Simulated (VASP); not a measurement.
# ScAl3As4 (P6/mmm) in VASP: single point with PBE

Aim: the single point of ScAl3As4 with PBE.

All numbers are computed with VASP 6.6.1; they aren't measurements. Logs are shortened: lines on timing, memory, paths and dates and some standing lists are left out, and cuts for length are marked.

### 1 The cell of the first run

Symmetry: P6/mmm, No. 191, hexagonal system. Conventional cell: a = 4.850 Å, b = 4.850 Å, c = 9.705 Å, α = 90.00°, β = 90.00°, γ = 120.00°. Sc (site symmetry 6/mmm) has 2 As at 2.48 Å and 6 Al at 2.80 Å within 3.3 Å. Within 3.8 Å of Al (site symmetry -6m2) lie 3 Sc at 2.80 Å and 3 Al at 2.80 Å and 6 As at 3.74 Å. Within 3.1 Å of Al (site symmetry 6/mmm) lie 8 As at 2.38 to 2.80 Å. As (site symmetry -6m2) has 3 Al at 2.80 Å and 9 As at 2.80 to 3.67 Å within 3.7 Å. Within 3.1 Å of As (site symmetry 6mm) lie 1 Al at 2.38 Å and 1 Sc at 2.48 Å.

The cell was generated, and may not be a known phase.

### 2 Single point, PBE

File INCAR:

```
SYSTEM = ScAl3As4
  ALGO = Normal
  EDIFF = 1E-6
  ENCUT = 500
  GGA = PE
  GGA_COMPAT = .FALSE.
  ISIF = 2
  ISMEAR = 0
  LASPH = .TRUE.
  LCHARG = .FALSE.
  LREAL = .FALSE.
  LWAVE = .FALSE.
  NBANDS = 30
  NELM = 120
  PREC = Accurate
  SIGMA = 0.2
```

File KPOINTS:

```
k-points
0
G
  4 4 2
  0 0 0
```

File POSCAR:

```
ScAl3As4
1.0
    4.8495301816      0.0000000028      0.0000000000
   -2.4247650932      4.1998163323      0.0000000000
    0.0000000000      0.0000000000      9.7050271509
Sc Al As
1 3 4
Direct
    0.0000000000      0.0000000000      0.0000000000
    0.3333333333      0.6666666667      0.0000000000
    0.6666666667      0.3333333333      0.0000000000
    0.0000000000      0.0000000000      0.5000000000
    0.3333333333      0.6666666667      0.5000000000
    0.6666666667      0.3333333333      0.5000000000
    0.0000000000      0.0000000000      0.7447425426
    0.0000000000      0.0000000000      0.2552574574
```

Potentials or basis: VASP PAW PBE potentials, release 64 (Sc_sv, Al, As).

The run is started by

```sh
> cat potpaw_PBE.64/Sc_sv/POTCAR potpaw_PBE.64/Al/POTCAR potpaw_PBE.64/As/POTCAR > POTCAR
> mpirun -np 1 vasp_std > vasp.out
```

OUTCAR:

```text
SYSTEM = ScAl3As4
   EDIFF = 1E-6
   ENCUT = 500
   GGA = PE
   ISIF = 2
   ISMEAR = 0
   LASPH = .TRUE.
   LREAL = .FALSE.
   NELM = 120
   PREC = Accurate

 ion  position               nearest neighbor table
   1  0.000  0.000  0.000-   7 2.48   8 2.48   2 2.80   3 2.80   3 2.80   2 2.80   3 2.80   2 2.80

   2  0.333  0.667  0.000-   1 2.80   3 2.80   3 2.80   1 2.80   1 2.80   3 2.80
   3  0.667  0.333  0.000-   1 2.80   2 2.80   2 2.80   1 2.80   1 2.80   2 2.80
   4  0.000  0.000  0.500-   7 2.38   8 2.38   5 2.80   6 2.80   6 2.80   5 2.80   6 2.80   5 2.80

   5  0.333  0.667  0.500-   4 2.80   6 2.80   6 2.80   4 2.80   4 2.80   6 2.80
   6  0.667  0.333  0.500-   4 2.80   5 2.80   5 2.80   4 2.80   4 2.80   5 2.80
   7  0.000  0.000  0.745-   4 2.38   1 2.48
   8  0.000  0.000  0.255-   4 2.38   1 2.48

  LATTYP: Found a hexagonal cell.
 ALAT       =     4.8495301816
 C/A-ratio  =     2.0012303847

  Lattice vectors:

 A1 = (   4.8495301816,   0.0000000028,   0.0000000000)
 A2 = (  -2.4247650932,   4.1998163323,   0.0000000000)
 A3 = (   0.0000000000,   0.0000000000,   9.7050271509)

Analysis of symmetry for initial positions (statically):
=====================================================================
 Subroutine PRICEL returns:
 Original cell was already a primitive cell.

 Routine SETGRP: Setting up the symmetry group for a
 hexagonal supercell.

 Subroutine GETGRP returns: Found 24 space group operations
 (whereof 24 operations were pure point group operations)
 out of a pool of 24 trial point group operations.

The static configuration has the point symmetry D_6h.

Analysis of symmetry for dynamics (positions and initial velocities):
=====================================================================
 Subroutine PRICEL returns:
 Original cell was already a primitive cell.

 Routine SETGRP: Setting up the symmetry group for a
 hexagonal supercell.

 Subroutine GETGRP returns: Found 24 space group operations
 (whereof 24 operations were pure point group operations)
 out of a pool of 24 trial point group operations.

The dynamic configuration has the point symmetry D_6h.

 Subroutine INISYM returns: Found 24 space group operations
 (whereof 24 operations are pure point group operations),
 and found     1 'primitive' translations

----------------------------------------------------------------------------------------

                                     Primitive cell

  volume of cell :     197.6636

  direct lattice vectors                    reciprocal lattice vectors
     4.849530182  0.000000003  0.000000000     0.206205542  0.119052825  0.000000000
    -2.424765093  4.199816332  0.000000000    -0.000000000  0.238105650  0.000000000
     0.000000000  0.000000000  9.705027151     0.000000000  0.000000000  0.103039382

  length of vectors
     4.849530182  4.849530182  9.705027151     0.238105650  0.238105650  0.103039382

  position of ions in fractional coordinates (direct lattice)
     0.000000000  0.000000000  0.000000000
     0.333333333  0.666666667  0.000000000
     0.666666667  0.333333333  0.000000000
     0.000000000  0.000000000  0.500000000
     0.333333333  0.666666667  0.500000000
     0.666666667  0.333333333  0.500000000
     0.000000000  0.000000000  0.744742543
     0.000000000  0.000000000  0.255257457

  ion indices of the primitive-cell ions
   primitive index   ion index
                 1           1
                 2           2
                 3           3
                 4           4
                 5           5
                 6           6
                 7           7
                 8           8

----------------------------------------------------------------------------------------

 KPOINTS: k-points

Automatic generation of k-mesh.
 Grid dimensions read from file:
 generate k-points for:    4    4    2

 Generating k-lattice:

  Cartesian coordinates                     Fractional coordinates (reciprocal lattice)
     0.051551386  0.029763206  0.000000000     0.250000000  0.000000000  0.000000000
    -0.000000000  0.059526413  0.000000000     0.000000000  0.250000000  0.000000000
     0.000000000  0.000000000  0.051519691     0.000000000  0.000000000  0.500000000

  Length of vectors
     0.059526413  0.059526413  0.051519691

  Shift w.r.t. Gamma in fractional coordinates (k-lattice)
     0.000000000  0.000000000  0.000000000

 Subroutine IBZKPT returns following result:
 ===========================================

 Found      8 irreducible k-points:

 Following reciprocal coordinates:
            Coordinates               Weight
  0.000000  0.000000  0.000000      1.000000
  0.250000  0.000000  0.000000      6.000000
  0.500000  0.000000  0.000000      3.000000
  0.250000  0.250000  0.000000      6.000000
  0.000000  0.000000  0.500000      1.000000
  0.250000  0.000000  0.500000      6.000000
  0.500000  0.000000  0.500000      3.000000
  0.250000  0.250000  0.500000      6.000000
   k-points           NKPTS =      8   k-points in BZ     NKDIM =      8   number of bands    NBANDS=     30
   number of dos      NEDOS =    301   number of ions     NIONS =      8
   total plane-waves  NPLWV =  93312
   dimension x,y,z NGX =    36 NGY =   36 NGZ =   72
   dimension x,y,z NGXF=    72 NGYF=   72 NGZF=  144
   ions per type =               1   3   4
   NGX,Y,Z   is equivalent  to a cutoff of  12.34, 12.34, 12.33 a.u.
   NGXF,Y,Z  is equivalent  to a cutoff of  24.68, 24.68, 24.67 a.u.
 SYSTEM =  ScAl3As4
   PREC   = accura    normal or accurate (medium, high low for compatibility)
   ISTART =      0    job   : 0-new  1-cont  2-samecut
   ICHARG =      2    charge: 1-file 2-atom 10-const
   ISPIN  =      1    spin polarized calculation?
   LNONCOLLINEAR =      F non collinear calculations
   LSORBIT =      F    spin-orbit coupling
   LASPH  =      T    aspherical Exc in radial PAW
   ENCUT  =  500.0 eV  36.75 Ry    6.06 a.u.   8.84  8.84 17.69*2*pi/ulx,y,z
   NELM   =    120;   NELMIN=  2; NELMDL= -5     # of ELM steps
   EDIFF  = 0.1E-05   stopping-criterion for ELM
   LREAL  =      F    real-space projection
   EDIFFG = 0.1E-04   stopping-criterion for IOM
   NSW    =      0    number of steps for IOM
   IBRION =     -1    ionic relax: 0-MD 1-quasi-New 2-CG
   NFREE  =      0    steps in history (QN), initial steepest desc. (CG)
   ISIF   =      2    stress and relaxation
   ISYM   =      2    0-nonsym 1-usesym 2-fastsym
   POTIM  = 0.5000    time-step for ionic-motion
   TEBEG  =    0.0;   TEEND  =   0.0 temperature during run
   PSTRESS=    0.0 pullay stress
   NELECT =      40.0000    total number of electrons
   NUPDOWN=      -1.0000    fix difference up-down
   EMIN   =  10.00;   EMAX   =-10.00  energy-range for DOS
   EFERMI =   0.00;   METHOD = LEGACY
   ISMEAR =     0;   SIGMA  =   0.20  broadening in eV -4-tet -1-fermi 0-gaus
   EFERMI_NEDOS =   21; number of points for ismear=-14 and -15
   IALGO  =     38    algorithm
   IMIX   =      4    mixing-type and parameters
     AMIX     =   0.40;   BMIX     =  1.00
     AMIX_MAG =   1.60;   BMIX_MAG =  1.00
  volume/ion in A,a.u.               =      24.71       166.74
  Fermi-wavevector in a.u.,A,eV,Ry     =   0.961138  1.816288 12.568885  0.923787
  Thomas-Fermi vector in A             =   2.090484
   LORBIT       =      0    0 simple, 1 ext, 2 COOP (PROOUT), +10 PAW based schemes
   GGA     = PE    functional components
   LHFCALC =     F    Hartree Fock is set to
   AEXX    =    0.0000 exact exchange contribution
   IVDW    =     0    specifies the selected vdW correction
   LEPSILON=     F    determine dielectric tensor
   LRPA    =     F    only Hartree local field effects (RPA)
 non-spin polarized calculation
 Gauss-broadening in eV      SIGMA  =   0.20
  energy-cutoff  :      500.00
  volume of cell :      197.66
 maximum number of plane-waves:      5040
 NGX is ok and might be reduce to    36
   NGX = 17   NGY = 17   NGZ = 35

 number of electron      39.9999997 magnetization

 Free energy of the ion-electron system (eV)
  ---------------------------------------------------
  ext. energy  EPLUGINS =         0.00000000
  ---------------------------------------------------
  free energy    TOTEN  =       -33.36342874 eV

  energy without entropy =      -33.22870384  energy(sigma->0) =      -33.29606629

 E-fermi :   3.5616     XC(G=0):  -8.9905

 val. band max:        3.5501795133   @ k =   0.2500   0.2500   0.0000
 cond. band min:       3.5660372301   @ k =   0.2500   0.0000   0.5000
 fundamental gap:      0.0158577169
 Fermi energy:         3.5615735720

 k-point     1 :       0.0000    0.0000    0.0000
  band No.  band energies     occupation
      1     -45.1428      2.00000
      2     -23.9179      2.00000
      3     -23.9179      2.00000
      4     -23.8419      2.00000
      5      -9.5581      2.00000
      6      -6.6147      2.00000
[... 22 lines left out ...]
     29       6.7802      0.00000
     30       6.7802      0.00000

 k-point     2 :       0.2500    0.0000    0.0000
  band No.  band energies     occupation
      1     -45.1427      2.00000
      2     -23.9219      2.00000
      3     -23.9188      2.00000
      4     -23.8416      2.00000
      5      -9.1074      2.00000
      6      -6.6059      2.00000
[... 22 lines left out ...]
     29       6.2312      0.00000
     30       6.5773      0.00000

 k-point     3 :       0.5000    0.0000    0.0000
  band No.  band energies     occupation
      1     -45.1426      2.00000
      2     -23.9258      2.00000
      3     -23.9196      2.00000
      4     -23.8413      2.00000
      5      -8.0871      2.00000
      6      -7.4793      2.00000
[... 154 lines left out ...]
     29       7.4728      0.00000
     30       7.6708      0.00000

 k-point     8 :       0.2500    0.2500    0.5000
  band No.  band energies     occupation
      1     -45.1426      2.00000
      2     -23.9243      2.00000
      3     -23.9212      2.00000
      4     -23.8413      2.00000
      5      -8.2515      2.00000
      6      -6.7311      2.00000
[... 22 lines left out ...]
     29       6.9867      0.00000
     30       7.4776      0.00000

------------------------ aborting loop because EDIFF is reached ----------------------------------------

  FORCE on cell =-STRESS in cart. coord.  units (eV):
  Direction    XX          YY          ZZ          XY          YZ          ZX
  --------------------------------------------------------------------------------------
  -------------------------------------------------------------------------------------
  Total        0.0653854      0.0653854      0.6615519      0.0000000      0.0000000     -0.0000000
  in kB        0.5299862      0.5299862      5.3622592      0.0000000      0.0000000     -0.0000000
  external PRESSURE =       2.1407439 kB  Pullay stress =       0.0000000 kB

 VOLUME and BASIS-vectors are now :
 -----------------------------------------------------------------------------
  energy-cutoff  :      500.00
  volume of cell :      197.66
      direct lattice vectors                 reciprocal lattice vectors
     4.849530182  0.000000003  0.000000000     0.206205542  0.119052825  0.000000000
    -2.424765093  4.199816332  0.000000000    -0.000000000  0.238105650  0.000000000
     0.000000000  0.000000000  9.705027151     0.000000000  0.000000000  0.103039382

 POSITION                                       TOTAL-FORCE (eV/Angst)
 -----------------------------------------------------------------------------------
      0.00000      0.00000      0.00000        -0.000000      0.000000      0.000000
     -0.00000      2.79988      0.00000         0.000000     -0.000000      0.000000
      2.42477      1.39994      0.00000        -0.000000      0.000000      0.000000
      0.00000      0.00000      4.85251        -0.000000      0.000000      0.000000
     -0.00000      2.79988      4.85251         0.000000     -0.000000      0.000000
      2.42477      1.39994      4.85251        -0.000000     -0.000000      0.000000
      0.00000      0.00000      7.22775        -0.000000      0.000000      0.004096
      0.00000      0.00000      2.47728        -0.000000      0.000000     -0.004096
 -----------------------------------------------------------------------------------
    total drift:                                0.000000     -0.000000      0.000000

  FREE ENERGIE OF THE ION-ELECTRON SYSTEM (eV)
  ---------------------------------------------------
  free  energy   TOTEN  =       -33.3634287396 eV

  energy  without entropy=      -33.2287038371  energy(sigma->0) =      -33.29606629
```

Run time: 25 s. Hardware: 1 thread of Intel Xeon 6975P-C (Granite Rapids), shared host; peak memory 0.3 GiB.

What came out:

```
Free energy            : -33.3634 eV
Pressure               : 0.2 GPa
Largest force          : 0.004 eV/Å
Band gap on the k mesh : zero (bands 20 and 21 overlap by 0.37 eV)
```

Forces in eV/Å, atoms in the order of the input:
```
Sc   0.000  0.000  0.000
Al   0.000  0.000  0.000
Al   0.000  0.000  0.000
Al   0.000  0.000  0.000
As   0.000  0.000  0.000
As   0.000  0.000  0.000
As   0.000  0.000  0.004
As   0.000  0.000 -0.004
```

Levels at points of the mesh, in eV from the Fermi level:
```
           k point  band 18  band 19  band 20  band 21  band 22  band 23
(0.00, 0.00, 0.00)    -1.41    -0.87    -0.87     0.25     0.25     0.66
(0.50, 0.00, 0.00)    -0.95    -0.65    -0.36    -0.03     0.74     1.11
(0.00, 0.00, 0.50)    -0.95    -0.65    -0.65    -0.05    -0.05     0.34
(0.50, 0.00, 0.50)    -0.57    -0.25    -0.10     0.20     1.05     1.11
```

Caveat: the k points lie up to 0.37 Å⁻¹ apart; semilocal functionals underestimate gaps, and a narrow one can read as zero.
